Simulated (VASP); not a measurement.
# Ge (I4_1/amd) in VASP: single point with PBE

Aim: the single point of Ge with PBE.

All numbers are computed with VASP 6.6.1; they aren't measurements. Logs are shortened: lines on timing, memory, paths and dates and some standing lists are left out, and cuts for length are marked.

### Step 1. The cell of the first run

The structure is tetragonal, space group I4_1/amd (No. 141). The conventional cell has a = 4.055 Å, b = 4.055 Å, c = 5.506 Å, α = 90.00°, β = 90.00°, γ = 90.00°. Within 3.2 Å of Ge (site symmetry -4m2) lie 4 Ge at 2.45 Å.

### Step 2. Single point, PBE

File INCAR:

```
PREC     = Accurate       # precision mode
ENCUT    = 520            # plane-wave cutoff, eV
EDIFF    = 1E-6           # SCF threshold, eV
ISMEAR   = 0              # smearing method
SIGMA    = 0.15           # smearing width, eV
LREAL    = F              # projectors in reciprocal space
LASPH    = T              # aspherical terms in the spheres
NELM     = 80             # most SCF steps
ALGO     = Normal         # electronic algorithm
ISIF     = 2              # what is computed and relaxed
LWAVE    = F              # write WAVECAR
LCHARG   = T              # write CHGCAR
GGA      = PE             # functional
LELF     = T              # ELF
LVHAR    = T            
NBANDS   = 21             # bands
```

File KPOINTS:

```
Automatic mesh
0
Gamma
  16 16 16
```

File POSCAR:

```
Ge
1.0
    0.0000000000      2.8675250898      2.7528240862
    2.8675250898      0.0000000000      2.7528240862
    2.8675250898      2.8675250898      0.0000000000
Ge
2
Direct
    0.5000000000      0.5000000000      0.5000000000
    0.7500000000      0.7500000000      0.7500000000
```

Potentials or basis: VASP PAW PBE potentials, release 64 (Ge_d).

Command:

```
$ cat potpaw_PBE.64/Ge_d/POTCAR > POTCAR
$ mpirun -np 1 vasp_std > vasp.out
```

OUTCAR:

```text
PREC = Accurate
   ENCUT = 520
   EDIFF = 1E-6
   ISMEAR = 0
   LREAL = F
   LASPH = T
   NELM = 80
   ISIF = 2
   GGA = PE

 ion  position               nearest neighbor table
   1  0.500  0.500  0.500-   2 2.45   2 2.45   2 2.45   2 2.45
   2  0.750  0.750  0.750-   1 2.45   1 2.45   1 2.45   1 2.45

  LATTYP: Found a body centered tetragonal cell.
 ALAT       =     4.0552928724
 C/A-ratio  =     1.3576450199

  Lattice vectors:

 A1 = (   0.0000000000,  -2.8675250898,  -2.7528240862)
 A2 = (   0.0000000000,   2.8675250898,  -2.7528240862)
 A3 = (   2.8675250898,   0.0000000000,   2.7528240862)

Analysis of symmetry for initial positions (statically):
=====================================================================
 Subroutine PRICEL returns:
 Original cell was already a primitive cell.

 Routine SETGRP: Setting up the symmetry group for a
 body centered tetragonal supercell.

 Subroutine GETGRP returns: Found 16 space group operations
 (whereof  8 operations were pure point group operations)
 out of a pool of 16 trial point group operations.

The static configuration has the point symmetry D_2d.
 The point group associated with its full space group is D_4h.

Analysis of symmetry for dynamics (positions and initial velocities):
=====================================================================
 Subroutine PRICEL returns:
 Original cell was already a primitive cell.

 Routine SETGRP: Setting up the symmetry group for a
 body centered tetragonal supercell.

 Subroutine GETGRP returns: Found 16 space group operations
 (whereof  8 operations were pure point group operations)
 out of a pool of 16 trial point group operations.

The dynamic configuration has the point symmetry D_2d.
 The point group associated with its full space group is D_4h.

 Subroutine INISYM returns: Found 16 space group operations
 (whereof  8 operations are pure point group operations),
 and found     1 'primitive' translations

----------------------------------------------------------------------------------------

                                     Primitive cell

  volume of cell :      45.2713

  direct lattice vectors                    reciprocal lattice vectors
[... 79 lines left out ...]
   ISTART =      0    job   : 0-new  1-cont  2-samecut
   ICHARG =      2    charge: 1-file 2-atom 10-const
   ISPIN  =      1    spin polarized calculation?
   LNONCOLLINEAR =      F non collinear calculations
   LSORBIT =      F    spin-orbit coupling
   LASPH  =      T    aspherical Exc in radial PAW
   ENCUT  =  520.0 eV  38.22 Ry    6.18 a.u.   7.39  7.39  7.54*2*pi/ulx,y,z
   NELM   =     80;   NELMIN=  2; NELMDL= -5     # of ELM steps
   EDIFF  = 0.1E-05   stopping-criterion for ELM
   LREAL  =      F    real-space projection
   EDIFFG = 0.1E-04   stopping-criterion for IOM
   NSW    =      0    number of steps for IOM
   IBRION =     -1    ionic relax: 0-MD 1-quasi-New 2-CG
   NFREE  =      0    steps in history (QN), initial steepest desc. (CG)
   ISIF   =      2    stress and relaxation
   ISYM   =      2    0-nonsym 1-usesym 2-fastsym
   POTIM  = 0.5000    time-step for ionic-motion
   TEBEG  =    0.0;   TEEND  =   0.0 temperature during run
   PSTRESS=    0.0 pullay stress
   NELECT =      28.0000    total number of electrons
   NUPDOWN=      -1.0000    fix difference up-down
   EMIN   =  10.00;   EMAX   =-10.00  energy-range for DOS
   EFERMI =   0.00;   METHOD = LEGACY
   ISMEAR =     0;   SIGMA  =   0.15  broadening in eV -4-tet -1-fermi 0-gaus
   EFERMI_NEDOS =   21; number of points for ismear=-14 and -15
   IALGO  =     38    algorithm
   IMIX   =      4    mixing-type and parameters
     AMIX     =   0.40;   BMIX     =  1.00
     AMIX_MAG =   1.60;   BMIX_MAG =  1.00
  volume/ion in A,a.u.               =      22.64       152.75
  Fermi-wavevector in a.u.,A,eV,Ry     =   1.394825  2.635838 26.470653  1.945538
  Thomas-Fermi vector in A             =   2.518337
   LORBIT       =      0    0 simple, 1 ext, 2 COOP (PROOUT), +10 PAW based schemes
   GGA     = PE    functional components
   LHFCALC =     F    Hartree Fock is set to
   AEXX    =    0.0000 exact exchange contribution
   IVDW    =     0    specifies the selected vdW correction
   LEPSILON=     F    determine dielectric tensor
   LRPA    =     F    only Hartree local field effects (RPA)
 non-spin polarized calculation
 Gauss-broadening in eV      SIGMA  =   0.15
  energy-cutoff  :      520.00
  volume of cell :       45.27
 maximum number of plane-waves:      1239
 NGX is ok and might be reduce to    30
   NGX = 15   NGY = 15   NGZ = 15

 number of electron      28.0000019 magnetization

 Free energy of the ion-electron system (eV)
  ---------------------------------------------------
  ext. energy  EPLUGINS =         0.00000000
  ---------------------------------------------------
  free energy    TOTEN  =        -8.99941387 eV

  energy without entropy =       -8.99893044  energy(sigma->0) =       -8.99917216

 E-fermi :   5.0877     XC(G=0):  -9.9281

 val. band max:        5.0145627650   @ k =   0.0000   0.0000   0.0000
 cond. band min:       5.1489943224   @ k =   0.5000   0.0000   0.0000
 fundamental gap:      0.1344315574
 Fermi energy:         5.0877135872

 k-point     1 :       0.0000    0.0000    0.0000
  band No.  band energies     occupation
      1     -19.8284      2.00000
      2     -19.8182      2.00000
      3     -19.8182      2.00000
      4     -19.7873      2.00000
      5     -19.7836      2.00000
      6     -19.5816      2.00000
[... 565 lines left out ...]
     20      13.1670      0.00000
     21      13.8778      0.00000

 [... further k-points ...]

------------------------ aborting loop because EDIFF is reached ----------------------------------------

  FORCE on cell =-STRESS in cart. coord.  units (eV):
  Direction    XX          YY          ZZ          XY          YZ          ZX
  --------------------------------------------------------------------------------------
  -------------------------------------------------------------------------------------
  Total        0.7610807      0.7610807      1.5127039      0.0000000      0.0000000      0.0000000
  in kB       26.9350869     26.9350869     53.5354665      0.0000000      0.0000000      0.0000000
  external PRESSURE =      35.8018801 kB  Pullay stress =       0.0000000 kB

 VOLUME and BASIS-vectors are now :
 -----------------------------------------------------------------------------
  energy-cutoff  :      520.00
  volume of cell :       45.27
      direct lattice vectors                 reciprocal lattice vectors
     0.000000000  2.867525090  2.752824086    -0.174366391  0.174366391  0.181631657
     2.867525090  0.000000000  2.752824086     0.174366391 -0.174366391  0.181631657
     2.867525090  2.867525090  0.000000000     0.174366391  0.174366391 -0.181631657

 POSITION                                       TOTAL-FORCE (eV/Angst)
 -----------------------------------------------------------------------------------
      2.86753      2.86753      2.75282        -0.000000     -0.000000      0.000000
      4.30129      4.30129      4.12924         0.000000      0.000000     -0.000000
 -----------------------------------------------------------------------------------
    total drift:                                0.000000     -0.000000     -0.000000

  FREE ENERGIE OF THE ION-ELECTRON SYSTEM (eV)
  ---------------------------------------------------
  free  energy   TOTEN  =        -8.9994138732 eV

  energy  without entropy=       -8.9989304376  energy(sigma->0) =       -8.99917216
```

OSZICAR:

```text
N       E                     dE             d eps       ncg     rms          rms(c)
DAV:   1     0.192009577772E+03    0.19201E+03   -0.14648E+04 16531   0.366E+03
DAV:   2     0.186927290858E+02   -0.17332E+03   -0.16791E+03 14718   0.617E+02
DAV:   3    -0.817580754973E+01   -0.26869E+02   -0.26694E+02 16738   0.143E+02
DAV:   4    -0.907204204945E+01   -0.89623E+00   -0.89574E+00 16688   0.307E+01
DAV:   5    -0.908654825601E+01   -0.14506E-01   -0.14506E-01 16698   0.431E+00    0.320E+00
DAV:   6    -0.902814233530E+01    0.58406E-01   -0.21895E-02 16833   0.145E+00    0.189E+00
DAV:   7    -0.899754875235E+01    0.30594E-01   -0.47863E-02 16472   0.195E+00    0.145E-01
DAV:   8    -0.899919570757E+01   -0.16470E-02   -0.57593E-03 16653   0.915E-01    0.434E-02
DAV:   9    -0.899939890351E+01   -0.20320E-03   -0.24625E-04 16638   0.168E-01    0.138E-02
DAV:  10    -0.899941177944E+01   -0.12876E-04   -0.28236E-05 16981   0.627E-02    0.611E-03
DAV:  11    -0.899941376204E+01   -0.19826E-05   -0.49151E-06 13644   0.296E-02    0.197E-03
DAV:  12    -0.899941387321E+01   -0.11117E-06   -0.24891E-07 11329   0.640E-03
   1 F= -.89994139E+01 E0= -.89991722E+01  d E =-.483436E-03
```

stdout:

```text
POSCAR found type information on POSCAR Ge
 POSCAR found :  1 types and       2 ions
 scaLAPACK will be used
 LDA part: xc-table for (Slater+PW92), standard interpolation
 POSCAR, INCAR and KPOINTS ok, starting setup
 FFT: planning ... GRIDC
 FFT: planning ... GRID_SOFT
 FFT: planning ... GRID
 WAVECAR not read
 entering main loop
```

Run time: 3.4 min. Hardware: 1 thread of Intel Xeon Platinum 8488C (Sapphire Rapids), shared host; peak memory 0.36 GiB.

What came out:

```yaml
Free_energy: -8.9994 eV
Pressure: 3.6 GPa
Band_gap_on_the_k_mesh: 0.13 eV (least direct gap 0.18 eV)
```

Levels at points of the mesh, in eV from the valence-band top:
```
           k point  band 12  band 13  band 14  band 15  band 16  band 17
(0.00, 0.00, 0.00)    -0.12    -0.12     0.00     0.18     2.41     2.61
(0.50, 0.00, 0.00)    -7.62    -1.60    -1.25     0.13     3.60     3.89
(0.50, 0.50, 0.00)    -8.77    -3.28    -3.28     0.52     0.52     9.52
(0.50, 0.00, 0.50)    -8.97    -2.99    -2.99     0.85     0.85     9.39
```

Caveat: the cell stands under pressure. A k mesh can miss the band edges.
